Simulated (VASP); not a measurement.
TiTe2:

```
Ti Te
1.0
     3.77700    0.00000    0.00000
    -1.88850    3.27098    0.00000
     0.00000    0.00000    6.49800
Ti Te
1 2
Cartesian
  0.0000 0.0000 0.0000
  1.8885 1.0903 1.7077
  0.0000 2.1807 4.7903
```

* Program: VASP 6.6.1
* Task: relaxation of cell and atoms
* Functional: PBE
* Potentials or basis: VASP PAW PBE potentials, release 64 (Ti_sv, Te)
* Cutoff: 600 eV
* k mesh: 10 × 10 × 5
* Occupations: fermi-dirac, width 0.1 eV
* Spin: no spin polarisation

At the start: pressure 0.9 GPa; volume 26.76 Å³/atom.

How do energy, volume and symmetry change on relaxing?

Over 11 steps the energy falls by 4.4 meV/atom and the volume is 27.98 Å³/atom (+4.6 %); space group P-3m1 (No. 164, to 0.1 Å) before and after.

Step by step:
```csv
step,energy change (eV),largest force (eV/Å),pressure (GPa),volume (Å³)
1,0.0000,0.0385,0.92,80.28
2,-0.0032,0.1873,-0.54,82.08
3,-0.0042,0.1142,-0.08,81.48
4,-0.0060,0.1047,-0.04,81.62
5,-0.0097,0.0780,0.08,82.02
6,-0.0104,0.0310,0.40,82.80
7,-0.0110,0.0461,0.27,82.52
8,-0.0124,0.0724,-0.12,83.52
9,-0.0124,0.0786,-0.20,83.75
10,-0.0132,0.0179,0.08,83.99
11,-0.0132,0.0021,0.03,83.95
```

Final structure:
```yaml
crystal:
  lattice:
    - [3.77326, 0.00000, 0.00000]
    - [-1.88663, 3.26774, 0.00000]
    - [0.00000, 0.00000, 6.80893]
  atoms:
    - { symbol: Ti, position: [0.00000, 0.00000, 0.00000] }
    - { symbol: Te, position: [0.66667, 0.33333, 0.25369] }
    - { symbol: Te, position: [0.33333, 0.66667, 0.74631] }
```

Caveat: this functional lacks dispersion, which binds the layers, so the pressure and a relaxed spacing across them are unreliable.
